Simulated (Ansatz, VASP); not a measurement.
## HfO2: VASP beside Ansatz

Contents of INCAR:

```
SYSTEM = HfO2
  PREC = Accurate
  ENCUT = 520
  EDIFF = 1E-6
  ISMEAR = 0
  SIGMA = 0.05
  LREAL = .FALSE.
  LASPH = .TRUE.
  NELM = 60
  ALGO = Normal
  ISIF = 2
  LWAVE = .FALSE.
  LCHARG = .FALSE.
  GGA = PE
  NBANDS = 18
```

KPOINTS

```
Automatic mesh
0
G
  8 8 8
  0 0 0
```

The input POSCAR:

```
HfO2
1.0
    0.0000000000      2.4775252005      2.7252777205
    2.4775252005      0.0000000000      2.7252777205
    2.4775252005      2.4775252005      0.0000000000
Hf O
1 2
Direct
    0.0000000000      0.0000000000      0.0000000000
    0.2500000000      0.2500000000      0.2500000000
    0.7500000000      0.7500000000      0.7500000000
```

Input for Ansatz:

```yaml
crystal:
  lattice:
    - [0.0, 2.4775252005, 2.7252777205]
    - [2.4775252005, 0.0, 2.7252777205]
    - [2.4775252005, 2.4775252005, 0.0]
  atoms:
    - { symbol: Hf, position: [0.0, 0.0, 0.0] }
    - { symbol: O, position: [0.25, 0.25, 0.25] }
    - { symbol: O, position: [0.75, 0.75, 0.75] }
basis:
  ecutwfc: 420
kpoints:
  mp_grid: { grid: [8, 8, 8] }
hamiltonian:
  xc: pbe
scf:
  occupations: { method: gaussian, width: 0.05 }
output:
  forces: true
  stress: true
  eigenvalues: true
```

Alike in both runs: task single point; functional PBE; k mesh 8 × 8 × 8; occupations gaussian, width 0.05 eV; no spin polarisation.

```csv
,VASP,Ansatz
version,VASP 6.6.1,Ansatz 0.2.0
potentials or method,"VASP PAW PBE potentials, release 64 (Hf_pv, O), cutoff 520 eV","scalar-relativistic, plane waves, PAW"
valence electrons in the cell,22,38
```

|  | VASP | Ansatz | Ansatz less VASP |
| --- | --- | --- | --- |
| gap on the k mesh at the Fermi level (eV) | 2.52 | 2.53 | +0.007 |
| least direct gap on the mesh (eV) | 2.96 | 2.96 | +0.003 |
| pressure (GPa) | -5.6 | -2.2 | +3.46 |
| traceless stress, the component that is largest in VASP (GPa) | -29.42 | -28.93 | +0.492 |

VASP's potentials hold 22 valence electrons a cell and Ansatz's 38, so a difference there can come from the potentials and not from the codes.

Neither program's run includes spin-orbit coupling.
